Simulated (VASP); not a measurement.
# Ge: single point with PBE0

Crystal: Ge.

```
Ge
1.0
     0.00000    2.86614    2.86614
     2.86614    0.00000    2.86614
     2.86614    2.86614    0.00000
Ge
2
Direct
  0.75000 0.75000 0.75000
  0.50000 0.50000 0.50000
```

- Program: VASP 6.6.1
- Task: single point
- Functional: PBE0
- Potentials or basis: VASP PAW PBE potentials, release 64 (Ge_d)
- Cutoff: 520 eV
- k mesh: 4 × 4 × 4
- Occupations: fermi-dirac, width 0.05 eV
- Spin: no spin polarisation

The pressure is -2.0 GPa and the band gap on the k mesh is 1.26 eV.

Levels at points of the mesh, in eV from the valence-band top:
```tsv
k point	band 12	band 13	band 14	band 15	band 16	band 17
(0.00, 0.00, 0.00)	0.00	0.00	0.00	1.26	3.96	3.96
(0.50, 0.00, 0.00)	-8.14	-1.47	-1.47	1.45	5.20	5.20
(0.50, 0.50, 0.00)	-9.59	-3.23	-3.23	2.07	2.07	11.25
```

Run time: 14 min on 1 thread of Intel(R) Xeon(R) Platinum 8259CL CPU @ 2.50GHz (Skylake/Cascade Lake), on a shared host, peak memory 0.17 GiB.

Caveat: the k points lie up to 0.47 Å⁻¹ apart; the PAW data sets were made with another functional, which shifts forces and pressure a little. A k mesh can miss the band edges.
